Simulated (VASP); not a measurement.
# CO2 in VASP: further runs

Runs on CO2. Level: PBE. Tasks: single point.

Everything below comes from runs of VASP 6.6.1. Logs are shortened: lines on timing, memory, paths and dates and some standing lists are left out, and cuts for length are marked.

### 1 The cell of the first run

The structure is cubic, space group Pa-3 (No. 205). The conventional cell has a = 5.926 Å, b = 5.926 Å, c = 5.926 Å, α = 90.00°, β = 90.00°, γ = 90.00°. Within 1.5 Å of C (site symmetry -3) lie 2 O at 1.14 Å. O (site symmetry 3) has 1 C at 1.14 Å within 1.5 Å.

### 2 Single point, PBE (17.34 Å³/atom)

Contents of INCAR:

```
  PREC = Accurate
  ENCUT = 1340
  EDIFF = 1E-6
  ISMEAR = 0
  SIGMA = 0.05
  LREAL = F
  LASPH = T
  NELM = 120
  ALGO = Normal
  ISIF = 2
  LWAVE = F
  LCHARG = T
  GGA = PE
  LELF = T
  LVHAR = T
  NBANDS = 44
  GGA_COMPAT = F
```

Contents of KPOINTS:

```
regular mesh
0
Gamma
  4 4 4
```

Contents of POSCAR:

```
CO2
1.0
    5.9256377387      0.0000000000      0.0000000000
    0.0000000000      5.9256377387      0.0000000000
    0.0000000000      0.0000000000      5.9256377387
C O
4 8
Direct
    0.0000000000      0.0000000000      0.0000000000
    0.5000000000      0.0000000000      0.5000000000
    0.5000000000      0.5000000000      0.0000000000
    0.0000000000      0.5000000000      0.5000000000
    0.1114834447      0.1114834447      0.1114834447
    0.3885165553      0.8885165553      0.6114834447
    0.6114834447      0.3885165553      0.8885165553
    0.8885165553      0.6114834447      0.3885165553
    0.8885165553      0.8885165553      0.8885165553
    0.6114834447      0.1114834447      0.3885165553
    0.3885165553      0.6114834447      0.1114834447
    0.1114834447      0.3885165553      0.6114834447
```

Potentials or basis: VASP PAW PBE potentials, release 64 (C_h, O_h).

Launch:

```bash
cat potpaw_PBE.64/C_h/POTCAR potpaw_PBE.64/O_h/POTCAR > POTCAR
mpirun -np 1 vasp_std > vasp.out
```

OUTCAR:

```text
PREC = Accurate
   ENCUT = 1340
   EDIFF = 1E-6
   ISMEAR = 0
   LREAL = F
   LASPH = T
   NELM = 120
   ISIF = 2
   GGA = PE

 ion  position               nearest neighbor table
   1  0.000  0.000  0.000-   5 1.14   9 1.14
   2  0.500  0.000  0.500-   6 1.14  10 1.14
   3  0.500  0.500  0.000-   7 1.14  11 1.14
   4  0.000  0.500  0.500-   8 1.14  12 1.14
   5  0.111  0.111  0.111-   1 1.14
   6  0.389  0.889  0.611-   2 1.14
   7  0.611  0.389  0.889-   3 1.14
   8  0.889  0.611  0.389-   4 1.14
   9  0.889  0.889  0.889-   1 1.14
  10  0.611  0.111  0.389-   2 1.14
  11  0.389  0.611  0.111-   3 1.14
  12  0.111  0.389  0.611-   4 1.14

  LATTYP: Found a simple cubic cell.
 ALAT       =     5.9256377387

  Lattice vectors:

 A1 = (   5.9256377387,   0.0000000000,   0.0000000000)
 A2 = (   0.0000000000,   5.9256377387,   0.0000000000)
 A3 = (   0.0000000000,   0.0000000000,   5.9256377387)

Analysis of symmetry for initial positions (statically):
=====================================================================
 Subroutine PRICEL returns:
 Original cell was already a primitive cell.

 Routine SETGRP: Setting up the symmetry group for a
 simple cubic supercell.

 Subroutine GETGRP returns: Found 24 space group operations
 (whereof  6 operations were pure point group operations)
 out of a pool of 48 trial point group operations.

The static configuration has the point symmetry S_6 .
 The point group associated with its full space group is T_h .

Analysis of symmetry for dynamics (positions and initial velocities):
=====================================================================
 Subroutine PRICEL returns:
 Original cell was already a primitive cell.

 Routine SETGRP: Setting up the symmetry group for a
 simple cubic supercell.

 Subroutine GETGRP returns: Found 24 space group operations
 (whereof  6 operations were pure point group operations)
 out of a pool of 48 trial point group operations.

The dynamic configuration has the point symmetry S_6 .
 The point group associated with its full space group is T_h .

 Subroutine INISYM returns: Found 24 space group operations
 (whereof  6 operations are pure point group operations),
 and found     1 'primitive' translations

----------------------------------------------------------------------------------------

                                     Primitive cell

  volume of cell :     208.0680

  direct lattice vectors                    reciprocal lattice vectors
     5.925637739  0.000000000  0.000000000     0.168758207  0.000000000  0.000000000
     0.000000000  5.925637739  0.000000000     0.000000000  0.168758207  0.000000000
     0.000000000  0.000000000  5.925637739     0.000000000  0.000000000  0.168758207

  length of vectors
     5.925637739  5.925637739  5.925637739     0.168758207  0.168758207  0.168758207

  position of ions in fractional coordinates (direct lattice)
     0.000000000  0.000000000  0.000000000
     0.500000000  0.000000000  0.500000000
     0.500000000  0.500000000  0.000000000
     0.000000000  0.500000000  0.500000000
     0.111483445  0.111483445  0.111483445
     0.388516555  0.888516555  0.611483445
     0.611483445  0.388516555  0.888516555
     0.888516555  0.611483445  0.388516555
     0.888516555  0.888516555  0.888516555
     0.611483445  0.111483445  0.388516555
     0.388516555  0.611483445  0.111483445
     0.111483445  0.388516555  0.611483445

  ion indices of the primitive-cell ions
   primitive index   ion index
                 1           1
                 2           2
                 3           3
                 4           4
                 5           5
                 6           6
                 7           7
                 8           8
                 9           9
                10          10
                11          11
                12          12

----------------------------------------------------------------------------------------

 KPOINTS: regular mesh

Automatic generation of k-mesh.
 Grid dimensions read from file:
 generate k-points for:    4    4    4

 Generating k-lattice:

  Cartesian coordinates                     Fractional coordinates (reciprocal lattice)
     0.042189552  0.000000000  0.000000000     0.250000000  0.000000000  0.000000000
     0.000000000  0.042189552  0.000000000     0.000000000  0.250000000  0.000000000
     0.000000000  0.000000000  0.042189552     0.000000000  0.000000000  0.250000000

  Length of vectors
     0.042189552  0.042189552  0.042189552

  Shift w.r.t. Gamma in fractional coordinates (k-lattice)
     0.000000000  0.000000000  0.000000000

 Subroutine IBZKPT returns following result:
 ===========================================

 Found     11 irreducible k-points:

 Following reciprocal coordinates:
            Coordinates               Weight
  0.000000  0.000000  0.000000      1.000000
  0.250000  0.000000  0.000000      6.000000
  0.500000  0.000000  0.000000      3.000000
  0.250000  0.250000  0.000000     12.000000
  0.500000  0.250000  0.000000      6.000000
 -0.250000  0.500000  0.000000      6.000000
  0.500000  0.500000  0.000000      3.000000
  0.250000  0.250000  0.250000      8.000000
  0.500000  0.250000  0.250000     12.000000
  0.500000  0.500000  0.250000      6.000000
  0.500000  0.500000  0.500000      1.000000
   k-points           NKPTS =     11   k-points in BZ     NKDIM =     11   number of bands    NBANDS=     44
   number of dos      NEDOS =    301   number of ions     NIONS =     12
   total plane-waves  NPLWV = 373248
   dimension x,y,z NGX =    72 NGY =   72 NGZ =   72
   dimension x,y,z NGXF=   144 NGYF=  144 NGZF=  144
   ions per type =               4   8
   NGX,Y,Z   is equivalent  to a cutoff of  20.20, 20.20, 20.20 a.u.
   NGXF,Y,Z  is equivalent  to a cutoff of  40.40, 40.40, 40.40 a.u.
 SYSTEM =  unknown system
   PREC   = accura    normal or accurate (medium, high low for compatibility)
   ISTART =      0    job   : 0-new  1-cont  2-samecut
   ICHARG =      2    charge: 1-file 2-atom 10-const
   ISPIN  =      1    spin polarized calculation?
   LNONCOLLINEAR =      F non collinear calculations
   LSORBIT =      F    spin-orbit coupling
   LASPH  =      T    aspherical Exc in radial PAW
   ENCUT  = 1340.0 eV  98.49 Ry    9.92 a.u.  17.69 17.69 17.69*2*pi/ulx,y,z
   NELM   =    120;   NELMIN=  2; NELMDL= -5     # of ELM steps
   EDIFF  = 0.1E-05   stopping-criterion for ELM
   LREAL  =      F    real-space projection
   EDIFFG = 0.1E-04   stopping-criterion for IOM
   NSW    =      0    number of steps for IOM
   IBRION =     -1    ionic relax: 0-MD 1-quasi-New 2-CG
   NFREE  =      0    steps in history (QN), initial steepest desc. (CG)
   ISIF   =      2    stress and relaxation
   ISYM   =      2    0-nonsym 1-usesym 2-fastsym
   POTIM  = 0.5000    time-step for ionic-motion
   TEBEG  =    0.0;   TEEND  =   0.0 temperature during run
   PSTRESS=    0.0 pullay stress
   NELECT =      64.0000    total number of electrons
   NUPDOWN=      -1.0000    fix difference up-down
   EMIN   =  10.00;   EMAX   =-10.00  energy-range for DOS
   EFERMI =   0.00;   METHOD = LEGACY
   ISMEAR =     0;   SIGMA  =   0.05  broadening in eV -4-tet -1-fermi 0-gaus
   EFERMI_NEDOS =   21; number of points for ismear=-14 and -15
   IALGO  =     38    algorithm
   IMIX   =      4    mixing-type and parameters
     AMIX     =   0.40;   BMIX     =  1.00
     AMIX_MAG =   1.60;   BMIX_MAG =  1.00
  volume/ion in A,a.u.               =      17.34       117.01
  Fermi-wavevector in a.u.,A,eV,Ry     =   1.105095  2.088327 16.615919  1.221236
  Thomas-Fermi vector in A             =   2.241577
   LORBIT       =      0    0 simple, 1 ext, 2 COOP (PROOUT), +10 PAW based schemes
   GGA     = PE    functional components
   LHFCALC =     F    Hartree Fock is set to
   AEXX    =    0.0000 exact exchange contribution
   IVDW    =     0    specifies the selected vdW correction
   LEPSILON=     F    determine dielectric tensor
   LRPA    =     F    only Hartree local field effects (RPA)
 non-spin polarized calculation
 Gauss-broadening in eV      SIGMA  =   0.05
  energy-cutoff  :     1340.00
  volume of cell :      208.07
 maximum number of plane-waves:     23240
 NGX is ok and might be reduce to    72
   NGX = 35   NGY = 35   NGZ = 35

 number of electron      64.0000008 magnetization

 Free energy of the ion-electron system (eV)
  ---------------------------------------------------
  ext. energy  EPLUGINS =         0.00000000
  ---------------------------------------------------
  free energy    TOTEN  =       -93.04956554 eV

  energy without entropy =      -93.04956554  energy(sigma->0) =      -93.04956554

 E-fermi :  -3.8533     XC(G=0):  -7.1208

 val. band max:       -4.1383755027   @ k =   0.0000   0.0000   0.0000
 cond. band min:       2.7176189305   @ k =   0.0000   0.0000   0.0000
 fundamental gap:      6.8559944332
 Fermi energy:        -3.8532692490

 k-point     1 :       0.0000    0.0000    0.0000
  band No.  band energies     occupation
      1     -24.7237      2.00000
      2     -24.6198      2.00000
      3     -24.6198      2.00000
      4     -24.6198      2.00000
      5     -23.6661      2.00000
      6     -23.6661      2.00000
[... 36 lines left out ...]
     43       6.5674      0.00000
     44       6.5674      0.00000

 k-point     2 :       0.2500    0.0000    0.0000
  band No.  band energies     occupation
      1     -24.7090      2.00000
      2     -24.6355      2.00000
      3     -24.6197      2.00000
      4     -24.6197      2.00000
      5     -23.6657      2.00000
      6     -23.6657      2.00000
[... 415 lines left out ...]
 k-point    11 :       0.5000    0.5000    0.5000
  band No.  band energies     occupation
      1     -24.6455      2.00000
      2     -24.6455      2.00000
      3     -24.6455      2.00000
      4     -24.6455      2.00000
      5     -23.6606      2.00000
      6     -23.6606      2.00000
[... 36 lines left out ...]
     43       5.4771      0.00000
     44       5.4771      0.00000

------------------------ aborting loop because EDIFF is reached ----------------------------------------

  FORCE on cell =-STRESS in cart. coord.  units (eV):
  Direction    XX          YY          ZZ          XY          YZ          ZX
  --------------------------------------------------------------------------------------
  -------------------------------------------------------------------------------------
  Total        8.5949824      8.5949824      8.5949824      0.0000000      0.0000000     -0.0000000
  in kB       66.1835839     66.1835839     66.1835839      0.0000000      0.0000000     -0.0000000
  external PRESSURE =      66.1835839 kB  Pullay stress =       0.0000000 kB

 VOLUME and BASIS-vectors are now :
 -----------------------------------------------------------------------------
  energy-cutoff  :     1340.00
  volume of cell :      208.07
      direct lattice vectors                 reciprocal lattice vectors
     5.925637739  0.000000000  0.000000000     0.168758207  0.000000000  0.000000000
     0.000000000  5.925637739  0.000000000     0.000000000  0.168758207  0.000000000
     0.000000000  0.000000000  5.925637739     0.000000000  0.000000000  0.168758207

 POSITION                                       TOTAL-FORCE (eV/Angst)
 -----------------------------------------------------------------------------------
      0.00000      0.00000      0.00000        -0.000000     -0.000000      0.000000
      2.96282      0.00000      2.96282        -0.000000     -0.000000      0.000000
      2.96282      2.96282      0.00000        -0.000000     -0.000000      0.000000
      0.00000      2.96282      2.96282        -0.000000     -0.000000      0.000000
      0.66061      0.66061      0.66061         1.651002      1.651002      1.651002
      2.30221      5.26503      3.62343        -1.651002     -1.651002      1.651002
      3.62343      2.30221      5.26503         1.651002     -1.651002     -1.651002
      5.26503      3.62343      2.30221        -1.651002      1.651002     -1.651002
      5.26503      5.26503      5.26503        -1.651002     -1.651002     -1.651002
      3.62343      0.66061      2.30221         1.651002      1.651002     -1.651002
      2.30221      3.62343      0.66061        -1.651002      1.651002      1.651002
      0.66061      2.30221      3.62343         1.651002     -1.651002      1.651002
 -----------------------------------------------------------------------------------
    total drift:                                0.000000      0.000000      0.000000

  FREE ENERGIE OF THE ION-ELECTRON SYSTEM (eV)
  ---------------------------------------------------
  free  energy   TOTEN  =       -93.0495655357 eV

  energy  without entropy=      -93.0495655357  energy(sigma->0) =      -93.04956554
```

Run time: 6 min. Hardware: 1 thread of Intel Xeon Platinum 8488C (Sapphire Rapids), shared host; peak memory 0.88 GiB.

Results:

* Free energy: -93.0496 eV
* Pressure: 6.6 GPa
* Largest force: 2.860 eV/Å
* Band gap on the k mesh: 6.86 eV

Forces on the atoms (eV/Å):
```
C    0.000  0.000  0.000
C    0.000  0.000  0.000
C    0.000  0.000  0.000
C    0.000  0.000  0.000
O    1.651  1.651  1.651
O   -1.651 -1.651  1.651
O    1.651 -1.651 -1.651
O   -1.651  1.651 -1.651
O   -1.651 -1.651 -1.651
O    1.651  1.651 -1.651
O   -1.651  1.651  1.651
O    1.651 -1.651  1.651
```

Caveat: the cell stands under pressure; this functional lacks dispersion, which holds the molecules together, so the pressure and a relaxed volume are unreliable; forces of over 1 eV/Å act on the atoms, so gaps and moduli don't describe the material at rest.

### 3 Single point, PBE (17.34 Å³/atom)

Contents of INCAR:

```
SYSTEM = CO2
PREC = Accurate
ENCUT = 520
EDIFF = 1E-6
ISMEAR = 0
SIGMA = 0.05
LREAL = .False.
LASPH = .True.
NELM = 100
ALGO = Normal
ISIF = 2
LWAVE = .False.
LCHARG = .False.
GGA = PE
NBANDS = 44
```

Contents of KPOINTS:

```
regular mesh
0
Gamma
  4 4 4
  0 0 0
```

POSCAR: that of step 2 with these lines changed.

```diff
@@ -2,5 +2,5 @@
 1.0
-    5.9256377387      0.0000000000      0.0000000000
-    0.0000000000      5.9256377387      0.0000000000
-    0.0000000000      0.0000000000      5.9256377387
+    5.9734077779      0.0000000000      0.0000000000
+    0.0000000000      5.9734077779      0.0000000000
+    0.0000000000      0.0000000000      5.8312406728
 C O
```

Potentials or basis: VASP PAW PBE potentials, release 64 (C, O).

Launch:

```bash
cat potpaw_PBE.64/C/POTCAR potpaw_PBE.64/O/POTCAR > POTCAR
mpirun -np 1 vasp_std > vasp.out
```

Run time: 3.4 min. Hardware: 1 thread of Intel Xeon Platinum 8488C (Sapphire Rapids), shared host; peak memory 0.41 GiB.

Results (log left out):

| Item | Value |
| --- | --- |
| Free energy | -91.8436 eV |
| Pressure | 8.3 GPa |
| Largest force | 3.571 eV/Å |
| Band gap on the k mesh | 6.82 eV |

Forces in eV/Å, atoms in the order of the input:
```
C    0.000  0.000  0.000
C    0.000  0.000  0.000
C    0.000  0.000  0.000
C    0.000  0.000  0.000
O    2.078  2.074  2.032
O   -2.078 -2.074  2.032
O    2.078 -2.074 -2.032
O   -2.078  2.074 -2.032
O   -2.078 -2.074 -2.032
O    2.078  2.074 -2.032
O   -2.078  2.074  2.032
O    2.078 -2.074  2.032
```

Stress tensor (GPa, compression positive):
```
8.37 0.00 0.00
0.00 8.37 0.00
0.00 0.00 8.08
```

Levels at points of the mesh, in eV from the valence-band top:
```csv
k point,band 30,band 31,band 32,band 33,band 34,band 35
"(0.00, 0.00, 0.00)",-0.14,-0.04,0.00,6.82,8.60,8.61
"(0.50, 0.00, 0.00)",-0.21,-0.06,-0.06,8.13,8.13,8.51
"(0.00, 0.50, 0.00)",-0.21,-0.07,-0.07,8.13,8.13,8.54
"(0.50, 0.50, 0.00)",-0.20,-0.20,-0.20,8.48,8.48,8.48
"(0.00, 0.00, 0.50)",-0.20,-0.08,-0.08,8.20,8.20,8.53
"(0.50, 0.00, 0.50)",-0.20,-0.20,-0.20,8.47,8.47,8.47
"(0.00, 0.50, 0.50)",-0.19,-0.19,-0.19,8.48,8.48,8.48
"(0.50, 0.50, 0.50)",-0.20,-0.20,-0.20,8.57,8.57,8.57
```

Caveat: the cell stands under pressure; this functional lacks dispersion, which holds the molecules together, so the pressure and a relaxed volume are unreliable; forces of over 1 eV/Å act on the atoms, so gaps and moduli don't describe the material at rest. As with any semilocal functional, this PBE gap is likely too small.
